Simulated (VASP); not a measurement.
Wanted: the native input for a VASP 6.6.1 run.

```yaml
Task: single point
Functional: LDA
Potentials_or_basis: VASP PAW LDA potentials, release 64 (Ba_sv, Zr_sv, O)
Cutoff: 520 eV
k_mesh: 6 × 6 × 6
Occupations: gaussian, width 0.05 eV
Spin: no spin polarisation
Dipole_correction: no
Further_INCAR_settings: ALGO = Normal; EDIFF = 1e-07; NBANDS = 28
```

The structure of BaZrO3 lies in POSCAR:

```
BaZrO3
1.0
    3.8052893064      0.0000000000      0.0000000000
    0.0000000000      3.9193442992      0.0000000000
    0.0000000000      0.0000000000      4.1474542849
Ba Zr O
1 1 3
Direct
    0.5000000000      0.5000000000      0.5000000000
    0.0000000000      0.0000000000      0.0000000000
    0.5000000000      0.0000000000      0.0000000000
    0.0000000000      0.5000000000      0.0000000000
    0.0000000000      0.0000000000      0.5000000000
```

This cell differs from its parent crystal: normal strain along x -0.0825, normal strain along y -0.0550.

These files were run (other wordings do the same):

INCAR

```
PREC = Accurate ; ENCUT = 520
EDIFF = 1E-7 ; ISMEAR = 0
SIGMA = 0.05 ; LREAL = F
LASPH = T ; NELM = 100
ALGO = Normal ; ISIF = 2
LWAVE = F ; LCHARG = F
GGA = CA ; NBANDS = 28
```

KPOINTS

```
regular mesh
0
Gamma
  6 6 6
```

Potentials or basis: VASP PAW LDA potentials, release 64 (Ba_sv, Zr_sv, O).

Command:

```console
$ cat potpaw_LDA.64/Ba_sv/POTCAR potpaw_LDA.64/Zr_sv/POTCAR potpaw_LDA.64/O/POTCAR > POTCAR
$ mpirun -np 1 vasp_std > vasp.out
```

It gave:

* Pressure: 39.2 GPa
* Band gap on the k mesh: 2.72 eV

Caveat: the cell differs from its parent crystal (normal strain along x -0.0825, normal strain along y -0.0550); the cell stands under pressure; spin-orbit coupling is left out, which moves the levels of the heavy elements.

Wall time 110 s on 1 thread of Intel(R) Xeon(R) Platinum 8375C CPU @ 2.90GHz (Ice Lake), on a shared host, peak memory 0.23 GiB.
